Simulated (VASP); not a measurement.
# SrO in VASP: further runs

Runs on SrO. Level: r2SCAN. Tasks: single point.

Everything below comes from runs of VASP 6.6.1. Logs are shortened: lines on timing, memory, paths and dates and some standing lists are left out, and cuts for length are marked.

### Step 1. The cell of the first run

Symmetry: Fm-3m, No. 225, cubic system. The conventional cell has a = 5.161 Å, b = 5.161 Å, c = 5.161 Å, α = 90.00°, β = 90.00°, γ = 90.00°. Sr (site symmetry m-3m) has 6 O at 2.58 Å within 3.4 Å. O (site symmetry m-3m) has 6 Sr at 2.58 Å within 3.4 Å.

### Step 2. Single point, r2SCAN

Input file POSCAR:

```
SrO
1.0
    2.5803148066      2.5803148066      0.0000000000
   -2.5803148066      2.5803148066      0.0000000000
    0.0000000000      2.5803148066      2.5803148066
Sr O
1 1
Direct
    0.5000000000      0.5000000000      0.0000000000
    0.0000000000      0.0000000000      0.0000000000
```

Input file INCAR.step1:

```
PREC = Accurate ; ENCUT = 520
ISMEAR = 0 ; SIGMA = 0.01
LREAL = False ; LASPH = True
NELM = 60 ; NBANDS = 15
GGA = PE ; ALGO = Normal
EDIFF = 1E-4 ; LWAVE = True
LCHARG = False
```

Input file INCAR.step2:

```
PREC = Accurate ; ENCUT = 520
EDIFF = 1E-6 ; ISMEAR = 0
SIGMA = 0.01 ; LREAL = False
LASPH = True ; NELM = 60
ALGO = Normal ; ISIF = 2
LWAVE = False ; LCHARG = False
METAGGA = R2SCAN ; LMIXTAU = True
NBANDS = 15 ; ISTART = 1
```

Input file KPOINTS:

```
regular mesh
0
Gamma
  8 8 8
```

Potentials or basis: VASP PAW PBE potentials, release 64 (Sr_sv, O).

Command:

```
$ cat potpaw_PBE.64/Sr_sv/POTCAR potpaw_PBE.64/O/POTCAR > POTCAR
$ cp INCAR.step1 INCAR
$ mpirun -np 1 vasp_std > vasp.out
$ cp INCAR.step2 INCAR
$ mpirun -np 1 vasp_std > vasp.out
```

OUTCAR:

```text
PREC = Accurate
   ENCUT = 520
   EDIFF = 1E-6
   ISMEAR = 0
   LREAL = False
   LASPH = True
   NELM = 60
   ISIF = 2
   METAGGA = R2SCAN
   ISTART = 1

 ion  position               nearest neighbor table
   1  0.500  0.500  0.000-   2 2.58   2 2.58   2 2.58   2 2.58   2 2.58   2 2.58
   2  0.000  0.000  0.000-   1 2.58   1 2.58   1 2.58   1 2.58   1 2.58   1 2.58

  LATTYP: Found a face centered cubic cell.
 ALAT       =     5.1606296132

  Lattice vectors:

 A1 = (   0.0000000000,   2.5803148066,   2.5803148066)
 A2 = (   2.5803148066,   0.0000000000,   2.5803148066)
 A3 = (   2.5803148066,   2.5803148066,   0.0000000000)

Analysis of symmetry for initial positions (statically):
=====================================================================
 Subroutine PRICEL returns:
 Original cell was already a primitive cell.

 Routine SETGRP: Setting up the symmetry group for a
 face centered cubic supercell.

 Subroutine GETGRP returns: Found 48 space group operations
 (whereof 48 operations were pure point group operations)
 out of a pool of 48 trial point group operations.

The static configuration has the point symmetry O_h .

Analysis of symmetry for dynamics (positions and initial velocities):
=====================================================================
 Subroutine PRICEL returns:
 Original cell was already a primitive cell.

 Routine SETGRP: Setting up the symmetry group for a
 face centered cubic supercell.

 Subroutine GETGRP returns: Found 48 space group operations
 (whereof 48 operations were pure point group operations)
 out of a pool of 48 trial point group operations.

The dynamic configuration has the point symmetry O_h .

 Subroutine INISYM returns: Found 48 space group operations
 (whereof 48 operations are pure point group operations),
 and found     1 'primitive' translations

----------------------------------------------------------------------------------------

                                     Primitive cell

  volume of cell :      34.3596

  direct lattice vectors                    reciprocal lattice vectors
     2.580314807  2.580314807  0.000000000     0.193774806  0.193774806 -0.193774806
    -2.580314807  2.580314807  0.000000000    -0.193774806  0.193774806 -0.193774806
     0.000000000  2.580314807  2.580314807     0.000000000  0.000000000  0.387549611

  length of vectors
     3.649116195  3.649116195  3.649116195     0.335627809  0.335627809  0.387549611

  position of ions in fractional coordinates (direct lattice)
     0.500000000  0.500000000  0.000000000
     0.000000000  0.000000000  0.000000000

  ion indices of the primitive-cell ions
   primitive index   ion index
                 1           1
                 2           2

----------------------------------------------------------------------------------------

 KPOINTS: regular mesh

Automatic generation of k-mesh.
 Grid dimensions read from file:
 generate k-points for:    8    8    8

 Generating k-lattice:

  Cartesian coordinates                     Fractional coordinates (reciprocal lattice)
     0.024221851  0.024221851 -0.024221851     0.125000000  0.000000000  0.000000000
    -0.024221851  0.024221851 -0.024221851     0.000000000  0.125000000  0.000000000
     0.000000000  0.000000000  0.048443701     0.000000000  0.000000000  0.125000000

  Length of vectors
     0.041953476  0.041953476  0.048443701

  Shift w.r.t. Gamma in fractional coordinates (k-lattice)
     0.000000000  0.000000000  0.000000000

 Subroutine IBZKPT returns following result:
 ===========================================

 Found     29 irreducible k-points:

 Following reciprocal coordinates:
            Coordinates               Weight
  0.000000  0.000000  0.000000      1.000000
  0.125000  0.000000  0.000000      8.000000
  0.250000  0.000000  0.000000      8.000000
  0.375000  0.000000  0.000000      8.000000
  0.500000  0.000000  0.000000      4.000000
  0.125000  0.125000  0.000000     12.000000
[... 16 lines left out ...]
  0.375000  0.250000  0.125000     48.000000
  0.500000  0.250000  0.125000     24.000000
 [... further k-points ...]
   k-points           NKPTS =     29   k-points in BZ     NKDIM =     29   number of bands    NBANDS=     15
   number of dos      NEDOS =    301   number of ions     NIONS =      2
   total plane-waves  NPLWV =  21952
   dimension x,y,z NGX =    28 NGY =   28 NGZ =   28
   dimension x,y,z NGXF=    56 NGYF=   56 NGZF=   56
   ions per type =               1   1
   NGX,Y,Z   is equivalent  to a cutoff of  12.76, 12.76, 12.76 a.u.
   NGXF,Y,Z  is equivalent  to a cutoff of  25.51, 25.51, 25.51 a.u.
 SYSTEM =  unknown system
   PREC   = accura    normal or accurate (medium, high low for compatibility)
   ISTART =      1    job   : 0-new  1-cont  2-samecut
   ICHARG =      0    charge: 1-file 2-atom 10-const
   ISPIN  =      1    spin polarized calculation?
   LNONCOLLINEAR =      F non collinear calculations
   LSORBIT =      F    spin-orbit coupling
   LASPH  =      T    aspherical Exc in radial PAW
   ENCUT  =  520.0 eV  38.22 Ry    6.18 a.u.   6.78  6.78  6.78*2*pi/ulx,y,z
   NELM   =     60;   NELMIN=  2; NELMDL=  0     # of ELM steps
   EDIFF  = 0.1E-05   stopping-criterion for ELM
   LREAL  =      F    real-space projection
   EDIFFG = 0.1E-04   stopping-criterion for IOM
   NSW    =      0    number of steps for IOM
   IBRION =     -1    ionic relax: 0-MD 1-quasi-New 2-CG
   NFREE  =      0    steps in history (QN), initial steepest desc. (CG)
   ISIF   =      2    stress and relaxation
   ISYM   =      2    0-nonsym 1-usesym 2-fastsym
   POTIM  = 0.5000    time-step for ionic-motion
   TEBEG  =    0.0;   TEEND  =   0.0 temperature during run
   PSTRESS=    0.0 pullay stress
   NELECT =      16.0000    total number of electrons
   NUPDOWN=      -1.0000    fix difference up-down
   EMIN   =  10.00;   EMAX   =-10.00  energy-range for DOS
   EFERMI =   0.00;   METHOD = LEGACY
   ISMEAR =     0;   SIGMA  =   0.01  broadening in eV -4-tet -1-fermi 0-gaus
   EFERMI_NEDOS =   21; number of points for ismear=-14 and -15
   IALGO  =     38    algorithm
   IMIX   =      4    mixing-type and parameters
     AMIX     =   0.40;   BMIX     =  1.00
     AMIX_MAG =   1.60;   BMIX_MAG =  1.00
  volume/ion in A,a.u.               =      17.18       115.94
  Fermi-wavevector in a.u.,A,eV,Ry     =   1.268914  2.397899 21.907316  1.610142
  Thomas-Fermi vector in A             =   2.401983
   LORBIT       =      0    0 simple, 1 ext, 2 COOP (PROOUT), +10 PAW based schemes
   METAGGA = R2SCAN    functional components
   LHFCALC =     F    Hartree Fock is set to
   AEXX    =    0.0000 exact exchange contribution
   IVDW    =     0    specifies the selected vdW correction
   LEPSILON=     F    determine dielectric tensor
   LRPA    =     F    only Hartree local field effects (RPA)
 non-spin polarized calculation
 Gauss-broadening in eV      SIGMA  =   0.01
  energy-cutoff  :      520.00
  volume of cell :       34.36
 maximum number of plane-waves:       941
   NGX = 13   NGY = 13   NGZ = 13

 number of electron      15.9999998 magnetization

 Free energy of the ion-electron system (eV)
  ---------------------------------------------------
  ext. energy  EPLUGINS =         0.00000000
  ---------------------------------------------------
  free energy    TOTEN  =       -27.05578746 eV

  energy without entropy =      -27.05578746  energy(sigma->0) =      -27.05578746

 E-fermi :   1.3542     XC(G=0): -10.5302

 val. band max:        1.2916763049   @ k =   0.0000   0.0000   0.0000
 cond. band min:       5.0396019595   @ k =   0.5000   0.5000   0.0000
 fundamental gap:      3.7479256547
 Fermi energy:         1.3541697838

 k-point     1 :       0.0000    0.0000    0.0000
  band No.  band energies     occupation
      1     -32.2194      2.00000
      2     -14.7231      2.00000
      3     -13.2537      2.00000
      4     -13.2537      2.00000
      5     -13.2537      2.00000
      6       1.2917      2.00000
      7       1.2917      2.00000
      8       1.2917      2.00000
      9       5.8702      0.00000
     10       8.0444      0.00000
     11       8.0444      0.00000
     12       8.0444      0.00000
     13      10.3410      0.00000
     14      10.3410      0.00000
     15      14.5342      0.00000

 k-point     2 :       0.1250    0.0000    0.0000
  band No.  band energies     occupation
      1     -32.2003      2.00000
      2     -15.0108      2.00000
      3     -13.2649      2.00000
      4     -13.2649      2.00000
      5     -13.0129      2.00000
      6       0.8691      2.00000
      7       1.1020      2.00000
      8       1.1020      2.00000
      9       6.5497      0.00000
     10       7.8836      0.00000
     11       8.3528      0.00000
     12       8.3528      0.00000
     13      10.7470      0.00000
     14      10.7470      0.00000
     15      15.5439      0.00000

 k-point     3 :       0.2500    0.0000    0.0000
  band No.  band energies     occupation
      1     -32.1535      2.00000
      2     -15.5186      2.00000
      3     -13.2915      2.00000
      4     -13.2915      2.00000
      5     -12.6201      2.00000
      6       0.0726      2.00000
      7       0.6888      2.00000
      8       0.6888      2.00000
      9       7.7947      0.00000
     10       8.0917      0.00000
     11       9.1897      0.00000
     12       9.1897      0.00000
     13      11.7675      0.00000
     14      11.7675      0.00000
     15      17.5526      0.00000
[... 343 lines left out ...]
 k-point    23 :       0.3750    0.2500    0.1250
  band No.  band energies     occupation
      1     -32.0822      2.00000
      2     -15.6918      2.00000
      3     -13.5983      2.00000
      4     -13.4193      2.00000
      5     -12.6025      2.00000
      6      -0.2007      2.00000
      7       0.3788      2.00000
      8       0.7826      2.00000
      9       7.3528      0.00000
     10       9.0293      0.00000
     11      10.8146      0.00000
     12      10.9289      0.00000
     13      13.0323      0.00000
     14      13.9722      0.00000
     15      16.4633      0.00000

 k-point    24 :       0.5000    0.2500    0.1250
  band No.  band energies     occupation
      1     -32.0665      2.00000
      2     -15.7535      2.00000
      3     -13.6186      2.00000
      4     -13.4736      2.00000
      5     -12.5760      2.00000
      6      -0.2339      2.00000
      7       0.4450      2.00000
      8       0.5196      2.00000
      9       8.1662      0.00000
     10       8.5390      0.00000
     11      11.2167      0.00000
     12      11.3555      0.00000
     13      13.5471      0.00000
     14      14.8580      0.00000
     15      15.5490      0.00000

 [... further k-points ...]

------------------------ aborting loop because EDIFF is reached ----------------------------------------

  FORCE on cell =-STRESS in cart. coord.  units (eV):
  Direction    XX          YY          ZZ          XY          YZ          ZX
  --------------------------------------------------------------------------------------
  -------------------------------------------------------------------------------------
  Total        0.1030111      0.1030111      0.1030111     -0.0000000     -0.0000000     -0.0000000
  in kB        4.8033734      4.8033734      4.8033734     -0.0000000     -0.0000000     -0.0000000
  external PRESSURE =       4.8033734 kB  Pullay stress =       0.0000000 kB

 VOLUME and BASIS-vectors are now :
 -----------------------------------------------------------------------------
  energy-cutoff  :      520.00
  volume of cell :       34.36
      direct lattice vectors                 reciprocal lattice vectors
     2.580314807  2.580314807  0.000000000     0.193774806  0.193774806 -0.193774806
    -2.580314807  2.580314807  0.000000000    -0.193774806  0.193774806 -0.193774806
     0.000000000  2.580314807  2.580314807     0.000000000  0.000000000  0.387549611

 POSITION                                       TOTAL-FORCE (eV/Angst)
 -----------------------------------------------------------------------------------
      0.00000      2.58031      0.00000        -0.000000      0.000000      0.000000
      0.00000      0.00000      0.00000         0.000000     -0.000000      0.000000
 -----------------------------------------------------------------------------------
    total drift:                               -0.000000      0.000000     -0.000000

  FREE ENERGIE OF THE ION-ELECTRON SYSTEM (eV)
  ---------------------------------------------------
  free  energy   TOTEN  =       -27.0557874594 eV

  energy  without entropy=      -27.0557874594  energy(sigma->0) =      -27.05578746
```

Wall time 38 s (1 thread of Intel Xeon 6975P-C (Granite Rapids), shared host); peak memory 0.17 GiB.

Results:

```
Free energy            : -27.0558 eV
Pressure               : 0.5 GPa
Band gap on the k mesh : 3.75 eV (least direct gap 3.84 eV)
```

Caveat: the PAW data sets were made with another functional, which shifts forces and pressure a little.

### Step 3. Single point, r2SCAN (in-plane strain -0.02, then relaxed in part)

Input file POSCAR:

```
SrO
1.0
    2.5287085104      2.5287085104      0.0000000000
   -2.5287085104      2.5287085104      0.0000000000
    0.0000000000      2.5287085104      2.6085440315
Sr O
1 1
Direct
    0.5000000000      0.5000000000      0.0000000000
    0.0000000000      0.0000000000      0.0000000000
```

Input file INCAR.step1:

```
SYSTEM = SrO
PREC = Accurate
ENCUT = 520
ISMEAR = 0
SIGMA = 0.01
LREAL = .FALSE.
LASPH = .TRUE.
NELM = 80
NBANDS = 15
GGA = PE
ALGO = Normal
EDIFF = 1E-4
LWAVE = .TRUE.
LCHARG = .FALSE.
```

Input file INCAR.step2:

```
SYSTEM = SrO
PREC = Accurate
ENCUT = 520
EDIFF = 1E-6
ISMEAR = 0
SIGMA = 0.01
LREAL = .FALSE.
LASPH = .TRUE.
NELM = 80
ALGO = Normal
ISIF = 2
LWAVE = .FALSE.
LCHARG = .TRUE.
METAGGA = R2SCAN
LMIXTAU = .TRUE.
LELF = .TRUE.
LVHAR = .TRUE.
NBANDS = 15
ISTART = 1
```

Input file KPOINTS:

```
regular mesh
0
G
  8 8 8
  0 0 0
```

Potentials or basis: VASP PAW PBE potentials, release 64 (Sr_sv, O).

Command:

```
$ cat potpaw_PBE.64/Sr_sv/POTCAR potpaw_PBE.64/O/POTCAR > POTCAR
$ cp INCAR.step1 INCAR
$ mpirun -np 1 vasp_std > vasp.out
$ cp INCAR.step2 INCAR
$ mpirun -np 1 vasp_std > vasp.out
```

It took 72 s on 1 thread of Intel Xeon 6975P-C (Granite Rapids), shared host; peak memory 0.18 GiB.

The run converged. Its results:

| Property | Result |
| --- | --- |
| Free energy | -27.0320 eV |
| Pressure | 3.7 GPa |
| Band gap on the k mesh | 3.66 eV (least direct gap 3.72 eV) |

Stress tensor (GPa, compression positive):
```
5.37 0.00 0.00
0.00 5.37 0.00
0.00 0.00 0.45
```

Levels at points of the mesh, in eV from the valence-band top:
```
           k point  band 5  band 6  band 7  band 8  band 9  band 10  band 11  band 12
(0.00, 0.00, 0.00)  -14.43   -0.11    0.00    0.00    4.73     6.63     6.87     6.87
(0.50, 0.00, 0.00)  -13.39   -2.19   -1.21   -1.21    7.15     9.19     9.55     9.58
(0.50, 0.50, 0.00)  -14.83   -0.36   -0.20   -0.06    3.66     8.62    11.02    11.28
(0.00, 0.00, 0.50)  -14.78   -0.56   -0.07   -0.07    3.78     8.63    11.04    11.17
```

Caveat: the cell differs from its parent crystal (in-plane strain -0.02, then relaxed in part); the cell stands under pressure; the PAW data sets were made with another functional, which shifts forces and pressure a little.

### Step 4. Single point, r2SCAN (in-plane strain -0.02)

POSCAR: that of step 3 with these lines changed.

```diff
@@ -4,3 +4,3 @@
    -2.5287085104      2.5287085104      0.0000000000
-    0.0000000000      2.5287085104      2.6085440315
+    0.0000000000      2.5287085104      2.6112785842
 Sr O
```

Input file INCAR.step1:

```
SYSTEM = SrO
PREC = Accurate
ENCUT = 520
ISMEAR = 0
SIGMA = 0.01
LREAL = .False.
LASPH = .True.
NELM = 60
NBANDS = 15
GGA = PE
ALGO = Normal
EDIFF = 1E-4
LWAVE = .True.
LCHARG = .False.
```

Input file INCAR.step2:

```
SYSTEM = SrO
PREC = Accurate
ENCUT = 520
EDIFF = 1E-6
ISMEAR = 0
SIGMA = 0.01
LREAL = .False.
LASPH = .True.
NELM = 60
ALGO = Normal
ISIF = 2
LWAVE = .False.
LCHARG = .True.
METAGGA = R2SCAN
LMIXTAU = .True.
LELF = .True.
LVHAR = .True.
NBANDS = 15
ISTART = 1
```

Input file KPOINTS:

```
regular mesh
0
Gamma
  8 8 8
  0 0 0
```

Command:

```
$ cat potpaw_PBE.64/Sr_sv/POTCAR potpaw_PBE.64/O/POTCAR > POTCAR
$ cp INCAR.step1 INCAR
$ mpirun -np 1 vasp_std > vasp.out
$ cp INCAR.step2 INCAR
$ mpirun -np 1 vasp_std > vasp.out
```

Run time: 77 s. Hardware: 1 thread of Intel Xeon 6975P-C (Granite Rapids), shared host; peak memory 0.18 GiB.

The run converged. Its results:

| Item | Value |
| --- | --- |
| Free energy | -27.0321 eV |
| Pressure | 3.6 GPa |
| Band gap on the k mesh | 3.66 eV (least direct gap 3.71 eV) |

Stress tensor (GPa, compression positive):
```
5.31 0.00 0.00
0.00 5.31 0.00
0.00 0.00 0.27
```

Levels at points of the mesh, in eV from the valence-band top:
```csv
k point,band 4,band 5,band 6,band 7,band 8,band 9,band 10,band 11,band 12,band 13
"(0.00, 0.00, 0.00)",-14.44,-14.44,-0.11,0.00,0.00,4.72,6.62,6.87,6.87,8.96
"(0.50, 0.00, 0.00)",-14.49,-13.40,-2.19,-1.21,-1.21,7.15,9.18,9.54,9.58,12.62
"(0.50, 0.50, 0.00)",-14.87,-14.83,-0.36,-0.20,-0.06,3.66,8.61,11.01,11.27,11.60
"(0.00, 0.00, 0.50)",-14.79,-14.79,-0.57,-0.07,-0.07,3.78,8.62,11.03,11.16,11.80
```

Caveat: the cell differs from its parent crystal (in-plane strain -0.02); the cell stands under pressure; the PAW data sets were made with another functional, which shifts forces and pressure a little. A k mesh can miss the band edges.

### Step 5. Overview

```csv
cell,gap on the mesh (eV),pressure (GPa)
"a = 3.649 Å, angles 60.0, 60.0, 90.0°, 2 atoms",3.75,0.5
"a = 3.576, b = 3.576, c = 3.633 Å, angles 60.5, 60.5, 90.0°, 2 atoms",3.66,3.7
"a = 3.576, b = 3.576, c = 3.635 Å, angles 60.5, 60.5, 90.0°, 2 atoms",3.66,3.6
```

Alike in all rows: task single point; level r2SCAN; potentials or basis VASP PAW PBE potentials, release 64 (Sr_sv, O); no spin polarisation; k mesh 8 × 8 × 8; cutoff (eV) 520; smearing gaussian 0.01 eV.

Caveats: the PAW data sets were made with another functional, which shifts forces and pressure a little; the cell stands under pressure (at least some runs).

Total energies depend on the potentials used, so only differences within one code and one set of settings carry meaning.
